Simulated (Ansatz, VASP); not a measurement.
YI: VASP beside Ansatz

File INCAR:

```
ALGO     = Normal         # electronic algorithm
EDIFF    = 1E-6           # SCF threshold, eV
ENCUT    = 520            # plane-wave cutoff, eV
ISIF     = 2              # what is computed and relaxed
ISMEAR   = -1             # smearing method
LASPH    = T              # aspherical terms in the spheres
LCHARG   = T              # write CHGCAR
LELF     = T              # ELF
LREAL    = F              # projectors in reciprocal space
LVHAR    = T            
LWAVE    = F              # write WAVECAR
NBANDS   = 26             # bands
NELM     = 100            # most SCF steps
PREC     = Accurate       # precision mode
SIGMA    = 0.05           # smearing width, eV
```

File KPOINTS:

```
k-points
0
Gamma
  7 7 3
```

The input POSCAR:

```
YI
1.0
    3.7909460686      0.0000000000      0.0000000000
   -1.8954730343      3.2830555997      0.0000000000
    0.0000000000      0.0000000000     10.6172842624
Y I
2 2
Direct
    0.6666666667      0.3333333333      0.6267270000
    0.3333333333      0.6666666667      0.3732730000
    0.3333333333      0.6666666667      0.8199750000
    0.6666666667      0.3333333333      0.1800250000
```

Input for Ansatz:

```yaml
crystal:
  lattice:
    - [3.7909460686, 0.0, 0.0]
    - [-1.8954730343, 3.2830555997, 0.0]
    - [0.0, 0.0, 10.6172842624]
  atoms:
    - { symbol: "Y", position: [0.6666666667, 0.3333333333, 0.626727] }
    - { symbol: "Y", position: [0.3333333333, 0.6666666667, 0.373273] }
    - { symbol: I, position: [0.3333333333, 0.6666666667, 0.819975] }
    - { symbol: I, position: [0.6666666667, 0.3333333333, 0.180025] }
kpoints:
  mp_grid: { grid: [7, 7, 3] }
scf:
  occupations: { method: fermi_dirac, width: 0.05 }
hamiltonian:
  xc: lda
  pseudopotentials: { kind: paw }
output:
  forces: true
  stress: true
  eigenvalues: true
```

Change from the starting cell: volume scaled by 0.88, no spin polarisation, PAW files.

Alike in both runs: task single point; functional LDA; k mesh 7 × 7 × 3; occupations fermi-dirac, width 0.05 eV; no spin polarisation.

|  | VASP | Ansatz |
| --- | --- | --- |
| version | VASP 6.6.1 | Ansatz 0.2.0 |
| potentials or method | VASP PAW LDA potentials, release 64 (Y_sv, I) | PAW with Ansatz's default frozen-core files, scalar-relativistic |
| plane-wave cutoff (eV) | 520 | 420 |
| valence electrons in the cell | 36 | 56 |

Ansatz gave:

```
pressure (GPa)                                                : 1.7
traceless stress, the component that is largest in VASP (GPa) : 0.85
rms of the force components (eV/Å)                            : 0.182
```

Question: Estimate VASP's values.

Answer: Pressure (GPa): 1.7; traceless stress, the component that is largest in VASP (GPa): 0.85; rms of the force components (eV/Å): 0.184.

LDA's correlation is that of Perdew and Zunger in VASP and of Perdew and Wang (1992) in Ansatz. Atom by atom the forces differ by 0.004 eV/Å (rms over components). VASP's potentials hold 36 valence electrons a cell and Ansatz's 56, so a difference there can come from the potentials and not from the codes.

Spin-orbit coupling is off throughout.
